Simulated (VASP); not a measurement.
# AgCl (Cm) in VASP: notebook

AgCl is run at these levels: PBE; tasks: single point.

All numbers are computed with VASP 6.6.1; they aren't measurements. Logs are shortened: lines on timing, memory, paths and dates and some standing lists are left out, and cuts for length are marked.

### 1 The cell of the first run

The structure is monoclinic, space group Cm (No. 8). Conventional cell: a = 5.612 Å, b = 5.612 Å, c = 3.968 Å, α = 90.00°, β = 135.00°, γ = 90.00°. Within 2.7 Å of Ag (site symmetry m) lie 2 Cl at 1.99 to 2.61 Å. Within 2.7 Å of Cl (site symmetry m) lie 2 Ag at 1.99 to 2.61 Å.

### 2 Single point, PBE (atoms displaced along several vibrational modes)

Contents of INCAR:

```
PREC = Accurate ; ENCUT = 520
EDIFF = 1E-7 ; ISMEAR = 0
SIGMA = 0.05 ; LREAL = False
LASPH = True ; NELM = 80
ALGO = Normal ; ISIF = 2
LWAVE = False ; LCHARG = False
GGA = PE ; NBANDS = 16
```

Contents of KPOINTS:

```
regular mesh
0
Gamma
  8 8 8
```

Contents of POSCAR:

```
AgCl
1.0
    0.0000000000      2.8060228508      2.8060228508
    2.8060228508      0.0000000000      2.8060228508
    2.8060228508      2.8060228508      0.0000000000
Ag Cl
1 1
Direct
    0.4775480680      0.5224519320      0.5523878412
    0.0683173339     -0.0683173339     -0.1594071124
```

Potentials or basis: VASP PAW PBE potentials, release 64 (Ag, Cl).

Command:

```sh
$ cat potpaw_PBE.64/Ag/POTCAR potpaw_PBE.64/Cl/POTCAR > POTCAR
$ mpirun -np 1 vasp_std > vasp.out
```

OUTCAR:

```text
PREC = Accurate
   ENCUT = 520
   EDIFF = 1E-7
   ISMEAR = 0
   LREAL = False
   LASPH = True
   NELM = 80
   ISIF = 2
   GGA = PE

 ion  position               nearest neighbor table
   1  0.478  0.522  0.552-   2 1.99   2 2.61   2 2.95   2 2.95
   2  0.068  0.932  0.841-   1 1.99   1 2.61   1 2.95   1 2.95

  LATTYP: Found a face centered cubic cell.
 ALAT       =     5.6120457016

  Lattice vectors:

 A1 = (   0.0000000000,   2.8060228508,   2.8060228508)
 A2 = (   2.8060228508,   0.0000000000,   2.8060228508)
 A3 = (   2.8060228508,   2.8060228508,   0.0000000000)

Analysis of symmetry for initial positions (statically):
=====================================================================
 Subroutine PRICEL returns:
 Original cell was already a primitive cell.

 Routine SETGRP: Setting up the symmetry group for a
 face centered cubic supercell.

 Subroutine GETGRP returns: Found  2 space group operations
 (whereof  2 operations were pure point group operations)
 out of a pool of 48 trial point group operations.

The static configuration has the point symmetry C_1h.

Analysis of symmetry for dynamics (positions and initial velocities):
=====================================================================
 Subroutine PRICEL returns:
 Original cell was already a primitive cell.

 Routine SETGRP: Setting up the symmetry group for a
 face centered cubic supercell.

 Subroutine GETGRP returns: Found  2 space group operations
 (whereof  2 operations were pure point group operations)
 out of a pool of 48 trial point group operations.

The dynamic configuration has the point symmetry C_1h.

 Subroutine INISYM returns: Found  2 space group operations
 (whereof  2 operations are pure point group operations),
 and found     1 'primitive' translations

----------------------------------------------------------------------------------------

                                     Primitive cell

  volume of cell :      44.1879

  direct lattice vectors                    reciprocal lattice vectors
     0.000000000  2.806022851  2.806022851    -0.178188143  0.178188143  0.178188143
     2.806022851  0.000000000  2.806022851     0.178188143 -0.178188143  0.178188143
     2.806022851  2.806022851  0.000000000     0.178188143  0.178188143 -0.178188143

  length of vectors
     3.968315572  3.968315572  3.968315572     0.308630916  0.308630916  0.308630916

[... 78 lines left out ...]
   ENCUT  =  520.0 eV  38.22 Ry    6.18 a.u.   7.38  7.38  7.38*2*pi/ulx,y,z
   NELM   =     80;   NELMIN=  2; NELMDL= -5     # of ELM steps
   EDIFF  = 0.1E-06   stopping-criterion for ELM
   LREAL  =      F    real-space projection
   EDIFFG = 0.1E-05   stopping-criterion for IOM
   NSW    =      0    number of steps for IOM
   IBRION =     -1    ionic relax: 0-MD 1-quasi-New 2-CG
   NFREE  =      0    steps in history (QN), initial steepest desc. (CG)
   ISIF   =      2    stress and relaxation
   ISYM   =      2    0-nonsym 1-usesym 2-fastsym
   POTIM  = 0.5000    time-step for ionic-motion
   TEBEG  =    0.0;   TEEND  =   0.0 temperature during run
   PSTRESS=    0.0 pullay stress
   NELECT =      18.0000    total number of electrons
   NUPDOWN=      -1.0000    fix difference up-down
   EMIN   =  10.00;   EMAX   =-10.00  energy-range for DOS
   EFERMI =   0.00;   METHOD = LEGACY
   ISMEAR =     0;   SIGMA  =   0.05  broadening in eV -4-tet -1-fermi 0-gaus
   EFERMI_NEDOS =   21; number of points for ismear=-14 and -15
   IALGO  =     38    algorithm
   IMIX   =      4    mixing-type and parameters
     AMIX     =   0.40;   BMIX     =  1.00
     AMIX_MAG =   1.60;   BMIX_MAG =  1.00
  volume/ion in A,a.u.               =      22.09       149.10
  Fermi-wavevector in a.u.,A,eV,Ry     =   1.213569  2.293313 20.037975  1.472750
  Thomas-Fermi vector in A             =   2.349017
   LORBIT       =      0    0 simple, 1 ext, 2 COOP (PROOUT), +10 PAW based schemes
   GGA     = PE    functional components
   LHFCALC =     F    Hartree Fock is set to
   AEXX    =    0.0000 exact exchange contribution
   IVDW    =     0    specifies the selected vdW correction
   LEPSILON=     F    determine dielectric tensor
   LRPA    =     F    only Hartree local field effects (RPA)
 non-spin polarized calculation
 Gauss-broadening in eV      SIGMA  =   0.05
  energy-cutoff  :      520.00
  volume of cell :       44.19
 maximum number of plane-waves:      1243
 NGX is ok and might be reduce to    30
   NGX = 15   NGY = 15   NGZ = 15

 number of electron      18.0000000 magnetization

 Free energy of the ion-electron system (eV)
  ---------------------------------------------------
  ext. energy  EPLUGINS =         0.00000000
  ---------------------------------------------------
  free energy    TOTEN  =        -3.96717417 eV

  energy without entropy =       -3.96717417  energy(sigma->0) =       -3.96717417

 E-fermi :   4.0540     XC(G=0):  -9.6423

 val. band max:        3.8125185146   @ k =   0.1250   0.1250   0.3750
 cond. band min:       5.2085023326   @ k =   0.0000   0.0000   0.0000
 fundamental gap:      1.3959838181
 Fermi energy:         4.0539733584

 k-point     1 :       0.0000    0.0000    0.0000
  band No.  band energies     occupation
      1     -12.1584      2.00000
      2      -2.2301      2.00000
      3      -1.2439      2.00000
      4      -0.9519      2.00000
      5       0.7349      2.00000
      6       0.8182      2.00000
[... 433 lines left out ...]
      3      -1.3714      2.00000
      4      -0.7622      2.00000
      5       0.5451      2.00000
      6       0.8598      2.00000
[... 8 lines left out ...]
     15      16.5393      0.00000
     16      17.6969      0.00000

 [... further k-points ...]

------------------------ aborting loop because EDIFF is reached ----------------------------------------

  FORCE on cell =-STRESS in cart. coord.  units (eV):
  Direction    XX          YY          ZZ          XY          YZ          ZX
  --------------------------------------------------------------------------------------
  -------------------------------------------------------------------------------------
  Total       15.2525432      1.1240279      0.3607547     -3.0408564      0.0000000      0.0000000
  in kB      553.0307005     40.7552961     13.0803391   -110.2561657      0.0000000      0.0000000
  external PRESSURE =     202.2887786 kB  Pullay stress =       0.0000000 kB

 VOLUME and BASIS-vectors are now :
 -----------------------------------------------------------------------------
  energy-cutoff  :      520.00
  volume of cell :       44.19
      direct lattice vectors                 reciprocal lattice vectors
     0.000000000  2.806022851  2.806022851    -0.178188143  0.178188143  0.178188143
     2.806022851  0.000000000  2.806022851     0.178188143 -0.178188143  0.178188143
     2.806022851  2.806022851  0.000000000     0.178188143  0.178188143 -0.178188143

 POSITION                                       TOTAL-FORCE (eV/Angst)
 -----------------------------------------------------------------------------------
      3.01602      2.89002      2.80602        -7.217534      1.365260      0.000000
      4.97305      2.55042      2.80602         7.217534     -1.365260      0.000000
 -----------------------------------------------------------------------------------
    total drift:                               -0.000093     -0.000001      0.000000

  FREE ENERGIE OF THE ION-ELECTRON SYSTEM (eV)
  ---------------------------------------------------
  free  energy   TOTEN  =        -3.9671741686 eV

  energy  without entropy=       -3.9671741686  energy(sigma->0) =       -3.96717417
```

OSZICAR:

```text
N       E                     dE             d eps       ncg     rms          rms(c)
DAV:   1     0.951415048008E+02    0.95142E+02   -0.85995E+03  4800   0.102E+03
DAV:   2    -0.120535348746E+01   -0.96347E+02   -0.89639E+02  6008   0.220E+02
DAV:   3    -0.433897301484E+01   -0.31336E+01   -0.31274E+01  6048   0.418E+01
DAV:   4    -0.436031463489E+01   -0.21342E-01   -0.21340E-01  6264   0.382E+00
DAV:   5    -0.436061059878E+01   -0.29596E-03   -0.29596E-03  5968   0.443E-01    0.133E+01
DAV:   6    -0.399043449659E+01    0.37018E+00   -0.61731E-01  6568   0.114E+01    0.872E+00
DAV:   7    -0.397240501850E+01    0.18029E-01   -0.26817E-01  5952   0.336E+00    0.334E+00
DAV:   8    -0.396722080397E+01    0.51842E-02   -0.89971E-03  5872   0.907E-01    0.580E-01
DAV:   9    -0.396711583105E+01    0.10497E-03   -0.17209E-03  6256   0.388E-01    0.640E-02
DAV:  10    -0.396715501960E+01   -0.39189E-04   -0.79438E-05  6168   0.814E-02    0.323E-02
DAV:  11    -0.396717308621E+01   -0.18067E-04   -0.18958E-05  6104   0.334E-02    0.821E-03
DAV:  12    -0.396717393730E+01   -0.85109E-06   -0.15361E-06  6264   0.823E-03    0.237E-03
DAV:  13    -0.396717416728E+01   -0.22998E-06   -0.45206E-07  6096   0.484E-03    0.641E-04
DAV:  14    -0.396717416859E+01   -0.13044E-08   -0.12149E-08  3936   0.946E-04
   1 F= -.39671742E+01 E0= -.39671742E+01  d E =-.164238E-13
```

stdout:

```text
POSCAR found type information on POSCAR AgCl
 POSCAR found :  2 types and       2 ions
 scaLAPACK will be used
 LDA part: xc-table for (Slater+PW92), standard interpolation
 POSCAR, INCAR and KPOINTS ok, starting setup
 FFT: planning ... GRIDC
 FFT: planning ... GRID_SOFT
 FFT: planning ... GRID
 WAVECAR not read
 entering main loop
```

Run time: 54 s. Hardware: 1 thread of Intel Xeon 6975P-C (Granite Rapids), shared host; peak memory 0.24 GiB.

Results:

```
Free energy            : -3.9672 eV
Pressure               : 20.2 GPa
Largest force          : 7.346 eV/Å
Band gap on the k mesh : 1.40 eV (least direct gap 1.79 eV)
```

Forces on the atoms (eV/Å):
```
Ag  -7.218  1.365  0.000
Cl   7.218 -1.365  0.000
```

Stress tensor (GPa, compression positive):
```
 55.30 -11.03   0.00
-11.03   4.08   0.00
  0.00   0.00   1.31
```

Caveat: the cell differs from its parent crystal (atoms displaced along several vibrational modes); the stress differs along the axes, from 1 to 55 GPa; forces of over 1 eV/Å act on the atoms, so gaps and moduli don't describe the material at rest. A k mesh can miss the band edges.

### 3 Single point, PBE (atoms displaced along several vibrational modes)

Contents of INCAR:

```
SYSTEM = AgCl
  PREC = Accurate
  ENCUT = 520
  EDIFF = 1E-7
  ISMEAR = 0
  SIGMA = 0.05
  LREAL = .False.
  LASPH = .True.
  NELM = 80
  ALGO = Normal
  ISIF = 2
  LWAVE = .False.
  LCHARG = .True.
  GGA = PE
  LELF = .True.
  LVHAR = .True.
  NBANDS = 16
```

Contents of KPOINTS:

```
regular mesh
0
Gamma
  8 8 8
  0 0 0
```

Contents of POSCAR:

```
AgCl
1.0
    0.0000000000      2.8060228508      2.8060228508
    2.8060228508      0.0000000000      2.8060228508
    2.8060228508      2.8060228508      0.0000000000
Ag Cl
1 1
Direct
    0.4925160227      0.5074839773      0.5224519320
    0.0227724446     -0.0227724446     -0.0683173339
```

Potentials or basis: VASP PAW PBE potentials, release 64 (Ag, Cl).

Command:

```sh
$ cat potpaw_PBE.64/Ag/POTCAR potpaw_PBE.64/Cl/POTCAR > POTCAR
$ mpirun -np 1 vasp_std > vasp.out
```

It took 51 s on 1 thread of Intel Xeon 6975P-C (Granite Rapids), shared host; peak memory 0.24 GiB.

It converged, with:

```yaml
Free_energy: -5.3220 eV
Pressure: 2.1 GPa
Largest_force: 0.554 eV/Å
Band_gap_on_the_k_mesh: 0.91 eV (least direct gap 2.00 eV)
```

Forces in eV/Å, atoms in the order of the input:
```
Ag  -0.547 -0.092  0.000
Cl   0.547  0.092  0.000
```

Stress tensor (GPa, compression positive):
```
 5.04 -0.87  0.00
-0.87  1.07  0.00
 0.00  0.00  0.09
```

Levels at points of the mesh, in eV from the valence-band top:
| k point | band 7 | band 8 | band 9 | band 10 | band 11 | band 12 |
| --- | --- | --- | --- | --- | --- | --- |
| (0.00, 0.00, 0.00) | -1.57 | -1.41 | -1.09 | 0.91 | 10.03 | 10.26 |
| (0.50, 0.00, 0.00) | -1.83 | -0.40 | -0.22 | 4.48 | 6.20 | 7.85 |
| (0.00, 0.00, 0.50) | -1.76 | -0.21 | 0.00 | 4.34 | 6.20 | 7.73 |
| (0.50, 0.50, 0.00) | -1.93 | -1.91 | -1.56 | 2.49 | 7.47 | 8.44 |
| (0.00, 0.50, 0.50) | -2.00 | -1.99 | -1.94 | 2.49 | 7.85 | 8.74 |
| (0.50, 0.00, 0.50) | -1.96 | -1.92 | -1.67 | 2.48 | 7.54 | 8.51 |

Caveat: the cell differs from its parent crystal (atoms displaced along several vibrational modes).

### 4 Single point, PBE (atoms displaced along several vibrational modes)

Contents of INCAR:

```
SYSTEM = AgCl
PREC = Accurate ; ENCUT = 520
EDIFF = 1E-6 ; ISMEAR = 0
SIGMA = 0.05 ; LREAL = .False.
LASPH = .True. ; NELM = 100
ALGO = Normal ; ISIF = 2
LWAVE = .False. ; LCHARG = .True.
GGA = PE ; LELF = .True.
LVHAR = .True. ; NBANDS = 16
```

KPOINTS is that of step 3.

Contents of POSCAR:

```
AgCl
1.0
    0.0000000000      2.8060228508      2.8060228508
    2.8060228508      0.0000000000      2.8060228508
    2.8060228508      2.8060228508      0.0000000000
Ag Cl
1 1
Direct
    0.4775480680      0.5224519320      0.5374198866
    0.0683173339     -0.0683173339     -0.1138622231
```

Command:

```sh
$ cat potpaw_PBE.64/Ag/POTCAR potpaw_PBE.64/Cl/POTCAR > POTCAR
$ mpirun -np 1 vasp_std > vasp.out
```

Wall time 41 s (1 thread of Intel Xeon 6975P-C (Granite Rapids), shared host); peak memory 0.24 GiB.

It converged, with:

```
Free energy            : -4.7421 eV
Pressure               : 10.8 GPa
Largest force          : 3.685 eV/Å
Band gap on the k mesh : 1.18 eV (least direct gap 1.56 eV)
```

Forces in eV/Å, atoms in the order of the input:
```
Ag  -3.673  0.298  0.000
Cl   3.673 -0.298  0.000
```

Stress tensor (GPa, compression positive):
```
30.45 -3.13  0.00
-3.13  1.29  0.00
 0.00  0.00  0.61
```

Levels at points of the mesh, in eV from the valence-band top:
```tsv
k point	band 7	band 8	band 9	band 10	band 11	band 12
(0.00, 0.00, 0.00)	-0.99	-0.88	-0.38	1.18	9.28	9.47
(0.50, 0.00, 0.00)	-1.99	-0.84	-0.44	4.70	5.97	8.05
(0.00, 0.00, 0.50)	-1.90	-0.48	-0.07	4.49	6.01	7.77
(0.50, 0.50, 0.00)	-2.20	-1.21	-1.06	2.67	6.58	8.35
(0.00, 0.50, 0.50)	-2.32	-2.15	-2.09	2.72	7.73	9.51
(0.50, 0.00, 0.50)	-2.21	-1.24	-1.14	2.64	6.60	8.38
```

Caveat: the cell differs from its parent crystal (atoms displaced along several vibrational modes); the stress differs along the axes, from 1 to 30 GPa; forces of over 1 eV/Å act on the atoms, so gaps and moduli don't describe the material at rest. A k mesh can miss the band edges.

### 5 Single point, PBE (atoms displaced along several vibrational modes)

Contents of INCAR:

```
SYSTEM = AgCl
  ALGO = Normal
  EDIFF = 1E-6
  ENCUT = 520
  GGA = PE
  ISIF = 2
  ISMEAR = 0
  LASPH = .True.
  LCHARG = .True.
  LELF = .True.
  LREAL = .False.
  LVHAR = .True.
  LWAVE = .False.
  NBANDS = 16
  NELM = 100
  PREC = Accurate
  SIGMA = 0.05
```

Contents of KPOINTS:

```
k-points
0
Gamma
  8 8 8
  0 0 0
```

Contents of POSCAR:

```
AgCl
1.0
    0.0000000000      2.8060228508      2.8060228508
    2.8060228508      0.0000000000      2.8060228508
    2.8060228508      2.8060228508      0.0000000000
Ag Cl
1 1
Direct
    0.4850320454      0.5149679546      0.5449038639
    0.0455448893     -0.0455448893     -0.1366346678
```

Command:

```sh
$ cat potpaw_PBE.64/Ag/POTCAR potpaw_PBE.64/Cl/POTCAR > POTCAR
$ mpirun -np 1 vasp_std > vasp.out
```

It took 45 s on 1 thread of Intel Xeon 6975P-C (Granite Rapids), shared host; peak memory 0.24 GiB.

Results (log left out):

- Free energy: -4.8060 eV
- Pressure: 10.8 GPa
- Largest force: 3.176 eV/Å
- Band gap on the k mesh: 1.11 eV (least direct gap 1.57 eV)

Forces on the atoms (eV/Å):
```
Ag  -3.150  0.404  0.000
Cl   3.150 -0.404  0.000
```

Stress tensor (GPa, compression positive):
```
27.57 -6.04  0.00
-6.04  3.92  0.00
 0.00  0.00  0.92
```

Levels at points of the mesh, in eV from the valence-band top:
```tsv
k point	band 7	band 8	band 9	band 10	band 11	band 12
(0.00, 0.00, 0.00)	-1.17	-0.82	-0.46	1.11	8.87	9.23
(0.50, 0.00, 0.00)	-2.18	-1.43	-0.64	4.62	5.87	8.17
(0.00, 0.00, 0.50)	-2.04	-0.63	-0.03	4.27	5.93	7.70
(0.50, 0.50, 0.00)	-2.36	-1.28	-1.09	2.66	6.33	8.19
(0.00, 0.50, 0.50)	-2.50	-2.12	-2.08	2.62	7.25	9.23
(0.50, 0.00, 0.50)	-2.38	-1.41	-1.38	2.55	6.43	8.33
```

Caveat: the cell differs from its parent crystal (atoms displaced along several vibrational modes); the stress differs along the axes, from 1 to 28 GPa; forces of over 1 eV/Å act on the atoms, so gaps and moduli don't describe the material at rest. A k mesh can miss the band edges.

### 6 Overview

| cell | gap on the mesh (eV) | pressure (GPa) | largest force (eV/Å) |
| --- | --- | --- | --- |
| as given, atomic positions A | 1.40 | 20.2 | 7.35 |
| as given, atomic positions B | 0.91 | 2.1 | 0.55 |
| as given, atomic positions C | 1.18 | 10.8 | 3.69 |
| as given, atomic positions D | 1.11 | 10.8 | 3.18 |

Alike in all rows: task single point; level PBE; potentials or basis VASP PAW PBE potentials, release 64 (Ag, Cl); no spin polarisation; k mesh 8 × 8 × 8; cutoff (eV) 520; smearing gaussian 0.05 eV.

Caveats: forces of over 1 eV/Å act on the atoms, so gaps and moduli don't describe the material at rest (at least some runs); the stress differs along the axes, from 1 to 55 GPa (at least some runs); the stress differs along the axes, from 1 to 30 GPa (at least some runs); the stress differs along the axes, from 1 to 28 GPa (at least some runs).

Absolute energies hang on the potentials; compare differences alone.
